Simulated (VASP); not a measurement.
A run of VASP 6.6.1:

INCAR

```
SYSTEM = PbSe
  PREC = Accurate
  ENCUT = 520
  EDIFF = 1E-6
  ISMEAR = 0
  SIGMA = 0.01
  LREAL = .False.
  LASPH = .True.
  NELM = 60
  ALGO = Normal
  ISIF = 2
  LWAVE = .False.
  LCHARG = .False.
  GGA = PE
  NBANDS = 17
```

Contents of KPOINTS:

```
regular mesh
0
Gamma
  4 4 4
  0 0 0
```

The input POSCAR:

```
PbSe
1.0
    0.0000000000      3.0887022205      3.0887022205
    3.0887022205      0.0000000000      3.0887022205
    3.0887022205      3.0887022205      0.0000000000
Pb Se
1 1
Direct
    0.0000000000      0.0000000000      0.0000000000
    0.5000000000      0.5000000000      0.5000000000
```

Potentials or basis: VASP PAW PBE potentials, release 64 (Pb_d, Se).

Run with:

```bash
$ cat potpaw_PBE.64/Pb_d/POTCAR potpaw_PBE.64/Se/POTCAR > POTCAR
$ mpirun -np 1 vasp_std > vasp.out
```

Hardware: 1 thread of Intel(R) Xeon(R) Platinum 8259CL CPU @ 2.50GHz (Skylake/Cascade Lake) (shared host).

Q: How long does it take, and how much memory?

A: Wall time 8.7 s on 1 thread of Intel(R) Xeon(R) Platinum 8259CL CPU @ 2.50GHz (Skylake/Cascade Lake), on a shared host, peak memory 0.17 GiB. Counts: scf iterations 12, k points 8.
